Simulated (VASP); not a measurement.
## GaN: single point with BLYP

The system is GaN.

```
Ga N
1.0
     0.00000    2.13367    2.13367
     2.13367    0.00000    2.13367
     2.13367    2.13367    0.00000
Ga N
1 1
Direct
  0.50000 0.50000 0.50000
  0.00000 0.00000 0.00000
```

```yaml
Program: VASP 6.6.1
Task: single point
Functional: BLYP
Potentials_or_basis: VASP PAW PBE potentials, release 64 (Ga_d, N_h)
Cutoff: 1330 eV
k_mesh: 10 × 10 × 10
Occupations: gaussian, width 0.05 eV
Spin: no spin polarisation
```

```yaml
Pressure: 9.3 GPa
Band_gap_on_the_k_mesh: 0.35 eV (least direct gap 2.47 eV)
```

Levels at points of the mesh, in eV from the valence-band top:
```tsv
k point	band 6	band 7	band 8	band 9	band 10	band 11	band 12	band 13
(0.00, 0.00, 0.00)	-14.03	-0.47	-0.47	-0.47	1.99	14.93	14.93	14.93
(0.50, 0.00, 0.00)	-13.89	-8.00	-0.14	-0.14	4.90	8.89	9.02	9.02
(0.50, 0.50, 0.00)	-11.05	-6.70	-2.86	-2.86	0.35	8.35	11.77	14.13
```

Run time: 44 s on 1 thread of AMD EPYC 9R45 96-Core Processor (Zen 5), on a shared host, peak memory 0.21 GiB.

Caveat: the cell stands under pressure; the PAW data sets were made with another functional, which shifts forces and pressure a little. A k mesh can miss the band edges.
